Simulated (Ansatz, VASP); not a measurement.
**AlRu: VASP beside Ansatz**

```xyz
2
Lattice="2.9763 0.0000 0.0000 0.0000 2.9763 0.0000 0.0000 0.0000 2.9763" Properties=species:S:1:pos:R:3 pbc="T T T"
Al    0.0000    0.0000    0.0000
Ru    1.4882    1.4882    1.4882
```

Alike in both runs: functional PBEsol; k mesh 14 × 14 × 14; occupations gaussian, width 0.1 eV; no spin polarisation.

Ansatz relaxed the structure, and its values are those at the end. VASP's run is a single point on that final structure, the one shown.

|  | VASP | Ansatz |
| --- | --- | --- |
| version | VASP 6.6.1 | Ansatz 0.2.0 |
| potentials or method | VASP PAW PBE potentials, release 64 (Al, Ru_pv), cutoff 520 eV | scalar-relativistic, plane waves, PAW |
| valence electrons in the cell | 17 | 19 |

```csv
,VASP,Ansatz,Ansatz less VASP
gap on the k mesh at the Fermi level (eV),none,none,-
pressure (GPa),0.0,0.0,-0.06
```

VASP's potentials were made for PBE, not for PBEsol, and Ansatz warns of the same on its side. A gap of «none» marks a metal or a gap that the smearing closes. The functional is the same, so the differences come from potentials, cutoffs and numerics. VASP's potentials hold 17 valence electrons a cell and Ansatz's 19, so a difference there can come from the potentials and not from the codes.
